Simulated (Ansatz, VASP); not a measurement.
One calculation of ZrO2, two programs

```xyz
3
Lattice="0.0000 2.4700 2.4700 2.4700 0.0000 2.4700 2.4700 2.4700 0.0000" Properties=species:S:1:pos:R:3 pbc="T T T"
Zr    0.0000    0.0000    0.0000
O     1.2350    1.2350    1.2350
O     3.7050    3.7050    3.7050
```

Alike in both runs: task single point; functional r2SCAN; k mesh 6 × 6 × 6; no spin polarisation.

|  | VASP | Ansatz |
| --- | --- | --- |
| version | VASP 6.6.1 | Ansatz 0.2.0 |
| potentials or method | VASP PAW PBE potentials, release 64 (Zr_sv, O), cutoff 660 eV | plane waves, PAW |
| occupations | gaussian, width 0.01 eV | fixed |
| valence electrons in the cell | 24 | 24 |

|  | VASP | Ansatz | Ansatz less VASP |
| --- | --- | --- | --- |
| pressure (GPa) | 27.8 | 27.6 | -0.22 |

VASP's potentials were made for PBE, not for r2SCAN.
